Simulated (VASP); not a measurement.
# TePb (Fm-3m) in VASP: further runs

TePb is run at these levels: r2SCAN; tasks: single point, relaxation of cell and atoms.

Everything below comes from runs of VASP 6.6.1. Logs are shortened: lines on timing, memory, paths and dates and some standing lists are left out, and cuts for length are marked.

## (1) The cell of the first run

The structure is cubic, space group Fm-3m (No. 225). The conventional cell has a = 6.534 Å, b = 6.534 Å, c = 6.534 Å, α = 90.00°, β = 90.00°, γ = 90.00°. Pb (site symmetry m-3m) has 6 Te at 3.27 Å within 4.3 Å. Within 4.3 Å of Te (site symmetry m-3m) lie 6 Pb at 3.27 Å.

## (2) Single point, r2SCAN

POSCAR

```
TePb
1.0
    0.0000000000      3.2671558143      3.2671558143
    3.2671558143      0.0000000000      3.2671558143
    3.2671558143      3.2671558143      0.0000000000
Pb Te
1 1
Direct
    0.0000000000      0.0000000000      0.0000000000
    0.5000000000      0.5000000000      0.5000000000
```

INCAR.step1

```
ALGO = Normal
EDIFF = 1E-5
ENCUT = 550
GGA = PE
GGA_COMPAT = F
ISMEAR = 0
LASPH = T
LCHARG = F
LREAL = F
LWAVE = T
NBANDS = 17
NELM = 120
PREC = Accurate
SIGMA = 0.01
```

INCAR.step2

```
ALGO = Normal
EDIFF = 1E-6
ENCUT = 550
GGA_COMPAT = F
ISIF = 2
ISMEAR = 0
ISTART = 1
LASPH = T
LCHARG = F
LMIXTAU = T
LREAL = F
LWAVE = F
METAGGA = R2SCAN
NBANDS = 17
NELM = 120
PREC = Accurate
SIGMA = 0.01
```

KPOINTS

```
k-points
0
Gamma
  12 12 12
```

Potentials or basis: VASP PAW PBE potentials, release 64 (Pb_d, Te).

The run is started by

```console
cat potpaw_PBE.64/Pb_d/POTCAR potpaw_PBE.64/Te/POTCAR > POTCAR
cp INCAR.step1 INCAR
mpirun -np 1 vasp_std > vasp.out
cp INCAR.step2 INCAR
mpirun -np 1 vasp_std > vasp.out
```

OUTCAR:

```text
EDIFF = 1E-6
   ENCUT = 550
   ISIF = 2
   ISMEAR = 0
   ISTART = 1
   LASPH = T
   LREAL = F
   METAGGA = R2SCAN
   NELM = 120
   PREC = Accurate

 ion  position               nearest neighbor table
   1  0.000  0.000  0.000-   2 3.27   2 3.27   2 3.27   2 3.27   2 3.27   2 3.27
   2  0.500  0.500  0.500-   1 3.27   1 3.27   1 3.27   1 3.27   1 3.27   1 3.27

  LATTYP: Found a face centered cubic cell.
 ALAT       =     6.5343116286

  Lattice vectors:

 A1 = (   0.0000000000,   3.2671558143,   3.2671558143)
 A2 = (   3.2671558143,   0.0000000000,   3.2671558143)
 A3 = (   3.2671558143,   3.2671558143,   0.0000000000)

Analysis of symmetry for initial positions (statically):
=====================================================================
 Subroutine PRICEL returns:
 Original cell was already a primitive cell.

 Routine SETGRP: Setting up the symmetry group for a
 face centered cubic supercell.

 Subroutine GETGRP returns: Found 48 space group operations
 (whereof 48 operations were pure point group operations)
 out of a pool of 48 trial point group operations.

The static configuration has the point symmetry O_h .

Analysis of symmetry for dynamics (positions and initial velocities):
=====================================================================
 Subroutine PRICEL returns:
 Original cell was already a primitive cell.

 Routine SETGRP: Setting up the symmetry group for a
 face centered cubic supercell.

 Subroutine GETGRP returns: Found 48 space group operations
 (whereof 48 operations were pure point group operations)
 out of a pool of 48 trial point group operations.

The dynamic configuration has the point symmetry O_h .

 Subroutine INISYM returns: Found 48 space group operations
 (whereof 48 operations are pure point group operations),
 and found     1 'primitive' translations

----------------------------------------------------------------------------------------

                                     Primitive cell

  volume of cell :      69.7492

  direct lattice vectors                    reciprocal lattice vectors
     0.000000000  3.267155814  3.267155814    -0.153038309  0.153038309  0.153038309
     3.267155814  0.000000000  3.267155814     0.153038309 -0.153038309  0.153038309
     3.267155814  3.267155814  0.000000000     0.153038309  0.153038309 -0.153038309

  length of vectors
     4.620456063  4.620456063  4.620456063     0.265070126  0.265070126  0.265070126

  position of ions in fractional coordinates (direct lattice)
     0.000000000  0.000000000  0.000000000
     0.500000000  0.500000000  0.500000000

  ion indices of the primitive-cell ions
   primitive index   ion index
                 1           1
                 2           2

----------------------------------------------------------------------------------------

 KPOINTS: k-points

Automatic generation of k-mesh.
 Grid dimensions read from file:
 generate k-points for:   12   12   12

 Generating k-lattice:

  Cartesian coordinates                     Fractional coordinates (reciprocal lattice)
    -0.012753192  0.012753192  0.012753192     0.083333333  0.000000000  0.000000000
     0.012753192 -0.012753192  0.012753192     0.000000000  0.083333333  0.000000000
     0.012753192  0.012753192 -0.012753192     0.000000000  0.000000000  0.083333333

  Length of vectors
     0.022089177  0.022089177  0.022089177

  Shift w.r.t. Gamma in fractional coordinates (k-lattice)
     0.000000000  0.000000000  0.000000000

 Subroutine IBZKPT returns following result:
 ===========================================

 Found     72 irreducible k-points:

 Following reciprocal coordinates:
            Coordinates               Weight
  0.000000  0.000000  0.000000      1.000000
  0.083333  0.000000  0.000000      8.000000
  0.166667  0.000000  0.000000      8.000000
  0.250000  0.000000  0.000000      8.000000
  0.333333  0.000000  0.000000      8.000000
  0.416667  0.000000  0.000000      8.000000
[... 16 lines left out ...]
  0.500000  0.166667  0.000000     24.000000
 -0.416667  0.166667  0.000000     24.000000
 [... further k-points ...]
   k-points           NKPTS =     72   k-points in BZ     NKDIM =     72   number of bands    NBANDS=     17
   number of dos      NEDOS =    301   number of ions     NIONS =      2
   total plane-waves  NPLWV =  46656
   dimension x,y,z NGX =    36 NGY =   36 NGZ =   36
   dimension x,y,z NGXF=    72 NGYF=   72 NGZF=   72
   ions per type =               1   1
   NGX,Y,Z   is equivalent  to a cutoff of  12.95, 12.95, 12.95 a.u.
   NGXF,Y,Z  is equivalent  to a cutoff of  25.91, 25.91, 25.91 a.u.
 SYSTEM =  unknown system
   PREC   = accura    normal or accurate (medium, high low for compatibility)
   ISTART =      1    job   : 0-new  1-cont  2-samecut
   ICHARG =      0    charge: 1-file 2-atom 10-const
   ISPIN  =      1    spin polarized calculation?
   LNONCOLLINEAR =      F non collinear calculations
   LSORBIT =      F    spin-orbit coupling
   LASPH  =      T    aspherical Exc in radial PAW
   ENCUT  =  550.0 eV  40.42 Ry    6.36 a.u.   8.84  8.84  8.84*2*pi/ulx,y,z
   NELM   =    120;   NELMIN=  2; NELMDL=  0     # of ELM steps
   EDIFF  = 0.1E-05   stopping-criterion for ELM
   LREAL  =      F    real-space projection
   EDIFFG = 0.1E-04   stopping-criterion for IOM
   NSW    =      0    number of steps for IOM
   IBRION =     -1    ionic relax: 0-MD 1-quasi-New 2-CG
   NFREE  =      0    steps in history (QN), initial steepest desc. (CG)
   ISIF   =      2    stress and relaxation
   ISYM   =      2    0-nonsym 1-usesym 2-fastsym
   POTIM  = 0.5000    time-step for ionic-motion
   TEBEG  =    0.0;   TEEND  =   0.0 temperature during run
   PSTRESS=    0.0 pullay stress
   NELECT =      20.0000    total number of electrons
   NUPDOWN=      -1.0000    fix difference up-down
   EMIN   =  10.00;   EMAX   =-10.00  energy-range for DOS
   EFERMI =   0.00;   METHOD = LEGACY
   ISMEAR =     0;   SIGMA  =   0.01  broadening in eV -4-tet -1-fermi 0-gaus
   EFERMI_NEDOS =   21; number of points for ismear=-14 and -15
   IALGO  =     38    algorithm
   IMIX   =      4    mixing-type and parameters
     AMIX     =   0.40;   BMIX     =  1.00
     AMIX_MAG =   1.60;   BMIX_MAG =  1.00
  volume/ion in A,a.u.               =      34.87       235.35
  Fermi-wavevector in a.u.,A,eV,Ry     =   1.079539  2.040033 15.856289  1.165404
  Thomas-Fermi vector in A             =   2.215507
   LORBIT       =      0    0 simple, 1 ext, 2 COOP (PROOUT), +10 PAW based schemes
   METAGGA = R2SCAN    functional components
   LHFCALC =     F    Hartree Fock is set to
   AEXX    =    0.0000 exact exchange contribution
   IVDW    =     0    specifies the selected vdW correction
   LEPSILON=     F    determine dielectric tensor
   LRPA    =     F    only Hartree local field effects (RPA)
 non-spin polarized calculation
 Gauss-broadening in eV      SIGMA  =   0.01
  energy-cutoff  :      550.00
  volume of cell :       69.75
 maximum number of plane-waves:      2085
   NGX = 17   NGY = 17   NGZ = 17

 number of electron      20.0000002 magnetization

 Free energy of the ion-electron system (eV)
  ---------------------------------------------------
  ext. energy  EPLUGINS =         0.00000000
  ---------------------------------------------------
  free energy    TOTEN  =       -82.70646156 eV

  energy without entropy =      -82.70646156  energy(sigma->0) =      -82.70646156

 E-fermi :   5.2117     XC(G=0):  -9.6556

 val. band max:        5.0750569039   @ k =   0.5000   0.0000   0.0000
 cond. band min:       6.1674381134   @ k =   0.5000   0.0000   0.0000
 fundamental gap:      1.0923812096
 Fermi energy:         5.2116972931

 k-point     1 :       0.0000    0.0000    0.0000
  band No.  band energies     occupation
      1     -12.2405      2.00000
      2     -12.2405      2.00000
      3     -12.2313      2.00000
      4     -12.2313      2.00000
      5     -12.2313      2.00000
      6      -7.1510      2.00000
[... 9 lines left out ...]
     16      11.3411      0.00000
     17      13.0129      0.00000

 k-point     2 :       0.0833    0.0000    0.0000
  band No.  band energies     occupation
      1     -12.2412      2.00000
      2     -12.2412      2.00000
      3     -12.2311      2.00000
      4     -12.2305      2.00000
      5     -12.2305      2.00000
      6      -7.0910      2.00000
[... 9 lines left out ...]
     16      11.4760      0.00000
     17      13.5336      0.00000

 k-point     3 :       0.1667    0.0000    0.0000
  band No.  band energies     occupation
      1     -12.2436      2.00000
      2     -12.2436      2.00000
      3     -12.2306      2.00000
      4     -12.2279      2.00000
      5     -12.2279      2.00000
      6      -6.9140      2.00000
[... 9 lines left out ...]
     16      11.8517      0.00000
     17      14.5836      0.00000

 k-point     4 :       0.2500    0.0000    0.0000
  band No.  band energies     occupation
      1     -12.2471      2.00000
      2     -12.2471      2.00000
      3     -12.2301      2.00000
      4     -12.2241      2.00000
      5     -12.2241      2.00000
      6      -6.6312      2.00000
[... 9 lines left out ...]
     16      12.4433      0.00000
     17      15.8399      0.00000

 k-point     5 :       0.3333    0.0000    0.0000
  band No.  band energies     occupation
      1     -12.2508      2.00000
      2     -12.2508      2.00000
      3     -12.2295      2.00000
      4     -12.2202      2.00000
      5     -12.2202      2.00000
      6      -6.2703      2.00000
[... 9 lines left out ...]
     16      13.2278      0.00000
     17      16.4988      0.00000

 k-point     6 :       0.4167    0.0000    0.0000
  band No.  band energies     occupation
      1     -12.2535      2.00000
      2     -12.2535      2.00000
      3     -12.2292      2.00000
      4     -12.2173      2.00000
      5     -12.2173      2.00000
      6      -5.9062      2.00000
[... 9 lines left out ...]
     16      14.1457      0.00000
     17      15.6698      0.00000

 k-point     7 :       0.5000    0.0000    0.0000
  band No.  band energies     occupation
      1     -12.2545      2.00000
      2     -12.2545      2.00000
      3     -12.2290      2.00000
      4     -12.2162      2.00000
      5     -12.2162      2.00000
      6      -5.7279      2.00000
[... 9 lines left out ...]
     16      14.7923      0.00000
     17      14.7923      0.00000

 k-point     8 :       0.0833    0.0833    0.0000
  band No.  band energies     occupation
      1     -12.2431      2.00000
      2     -12.2398      2.00000
      3     -12.2319      2.00000
      4     -12.2299      2.00000
      5     -12.2299      2.00000
      6      -7.0710      2.00000
[... 9 lines left out ...]
     16      11.7159      0.00000
     17      13.3131      0.00000
[... 203 lines left out ...]
      1     -12.2512      2.00000
      2     -12.2380      2.00000
      3     -12.2334      2.00000
      4     -12.2259      2.00000
      5     -12.2259      2.00000
      6      -6.8364      2.00000
[... 9 lines left out ...]
     16      12.6729      0.00000
     17      13.5697      0.00000

 k-point    20 :       0.2500    0.1667    0.0000
  band No.  band energies     occupation
      1     -12.2567      2.00000
      2     -12.2383      2.00000
      3     -12.2337      2.00000
      4     -12.2234      2.00000
      5     -12.2226      2.00000
      6      -6.6302      2.00000
[... 9 lines left out ...]
     16      13.2851      0.00000
     17      14.1878      0.00000

 k-point    21 :       0.3333    0.1667    0.0000
  band No.  band energies     occupation
      1     -12.2615      2.00000
      2     -12.2409      2.00000
      3     -12.2326      2.00000
      4     -12.2211      2.00000
      5     -12.2187      2.00000
      6      -6.3323      2.00000
[... 9 lines left out ...]
     16      14.0240      0.00000
     17      15.2240      0.00000

 k-point    22 :       0.4167    0.1667    0.0000
  band No.  band energies     occupation
      1     -12.2643      2.00000
      2     -12.2445      2.00000
      3     -12.2305      2.00000
      4     -12.2196      2.00000
      5     -12.2158      2.00000
      6      -5.9841      2.00000
[... 9 lines left out ...]
     16      14.8579      0.00000
     17      15.5344      0.00000

 k-point    23 :       0.5000    0.1667    0.0000
  band No.  band energies     occupation
      1     -12.2645      2.00000
      2     -12.2481      2.00000
      3     -12.2282      2.00000
      4     -12.2189      2.00000
      5     -12.2148      2.00000
      6      -5.6862      2.00000
[... 9 lines left out ...]
     16      14.9907      0.00000
     17      15.5171      0.00000

 k-point    24 :      -0.4167    0.1667    0.0000
  band No.  band energies     occupation
      1     -12.2620      2.00000
      2     -12.2507      2.00000
      3     -12.2266      2.00000
      4     -12.2189      2.00000
      5     -12.2159      2.00000
      6      -5.6281      2.00000
[... 9 lines left out ...]
     16      14.0634      0.00000
     17      16.2980      0.00000

 [... further k-points ...]

------------------------ aborting loop because EDIFF is reached ----------------------------------------

  FORCE on cell =-STRESS in cart. coord.  units (eV):
  Direction    XX          YY          ZZ          XY          YZ          ZX
  --------------------------------------------------------------------------------------
  -------------------------------------------------------------------------------------
  Total       -0.0007693     -0.0007693     -0.0007693      0.0000000     -0.0000000     -0.0000000
  in kB       -0.0176706     -0.0176706     -0.0176706      0.0000000     -0.0000000     -0.0000000
  external PRESSURE =      -0.0176706 kB  Pullay stress =       0.0000000 kB

 VOLUME and BASIS-vectors are now :
 -----------------------------------------------------------------------------
  energy-cutoff  :      550.00
  volume of cell :       69.75
      direct lattice vectors                 reciprocal lattice vectors
     0.000000000  3.267155814  3.267155814    -0.153038309  0.153038309  0.153038309
     3.267155814  0.000000000  3.267155814     0.153038309 -0.153038309  0.153038309
     3.267155814  3.267155814  0.000000000     0.153038309  0.153038309 -0.153038309

 POSITION                                       TOTAL-FORCE (eV/Angst)
 -----------------------------------------------------------------------------------
      0.00000      0.00000      0.00000        -0.000000      0.000000     -0.000000
      3.26716      3.26716      3.26716         0.000000     -0.000000      0.000000
 -----------------------------------------------------------------------------------
    total drift:                               -0.000000      0.000000      0.000000

  FREE ENERGIE OF THE ION-ELECTRON SYSTEM (eV)
  ---------------------------------------------------
  free  energy   TOTEN  =       -82.7064615550 eV

  energy  without entropy=      -82.7064615550  energy(sigma->0) =      -82.70646156
```

Run time: 8.4 min. Hardware: 1 thread of Oxide Virtual Turin-like, shared host; peak memory 0.25 GiB.

Results:

```yaml
Free_energy: -82.7065 eV
Pressure: 0.0 GPa
Band_gap_on_the_k_mesh: 1.09 eV
```

Caveat: the PAW data sets were made with another functional, which shifts forces and pressure a little; spin-orbit coupling is left out, which moves the levels of the heavy elements. A k mesh can miss the band edges.

[end of part 1 of 2]
